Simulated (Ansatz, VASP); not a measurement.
**One calculation of Al4In, two programs**

The input INCAR:

```
SYSTEM = Al4In
  PREC = Accurate
  ENCUT = 520
  EDIFF = 1E-7
  ISMEAR = 0
  SIGMA = 0.1
  LREAL = .False.
  LASPH = .True.
  NELM = 100
  ALGO = Normal
  ISIF = 2
  LWAVE = .False.
  LCHARG = .True.
  GGA = PE
  LELF = .True.
  LVHAR = .True.
  NBANDS = 20
```

KPOINTS

```
Automatic mesh
0
Gamma
  4 4 4
  0 0 0
```

POSCAR

```
Al4In
1.0
   -3.0242834000      3.0242834000      3.0242834000
    3.0242834000     -3.0242834000      3.0242834000
    3.0242834000      3.0242834000     -3.0242834000
Al In
4 1
Direct
    0.3495999900      0.3495999900      0.3495999900
    0.6504000100      0.0000000000      0.0000000000
    0.0000000000      0.0000000000      0.6504000100
    0.0000000000      0.6504000100      0.0000000000
    0.0000000000      0.0000000000      0.0000000000
```

Input for Ansatz:

```yaml
crystal:
  lattice:
    - [-3.0242834, 3.0242834, 3.0242834]
    - [3.0242834, -3.0242834, 3.0242834]
    - [3.0242834, 3.0242834, -3.0242834]
  atoms:
    - { symbol: Al, position: [0.34959999, 0.34959999, 0.34959999] }
    - { symbol: Al, position: [0.65040001, 0.0, 0.0] }
    - { symbol: Al, position: [0.0, 0.0, 0.65040001] }
    - { symbol: Al, position: [0.0, 0.65040001, 0.0] }
    - { symbol: In, position: [0.0, 0.0, 0.0] }
basis:
  ecutwfc: 420
kpoints:
  mp_grid: { grid: [4, 4, 4] }
hamiltonian:
  xc: pbe
scf:
  occupations: { method: gaussian, width: 0.1 }
  lower_state_search: "off"
output:
  forces: true
  stress: true
  eigenvalues: true
```

Change from the starting cell: species swapped into the GeF4 type (I-43m, No. 217).

Alike in both runs: task single point; functional PBE; k mesh 4 × 4 × 4; occupations gaussian, width 0.1 eV; no spin polarisation.

|  | VASP | Ansatz |
| --- | --- | --- |
| version | VASP 6.6.1 | Ansatz 0.2.0 |
| potentials or method | VASP PAW PBE potentials, release 64 (Al, In_d), cutoff 520 eV | scalar-relativistic, plane waves, PAW |
| valence electrons in the cell | 25 | 25 |

|  | VASP | Ansatz | Ansatz less VASP |
| --- | --- | --- | --- |
| gap on the k mesh at the Fermi level (eV) | none | none | - |
| rms of the force components (eV/Å) | 10.737 | 10.560 | -0.1780 |

Atom by atom the forces differ by 0.178 eV/Å (rms over components). A gap of «none» marks a metal or a gap that the smearing closes. The functional is the same, so the differences come from potentials, cutoffs and numerics.

The k mesh is coarse, so the values compare programs but aren't converged.
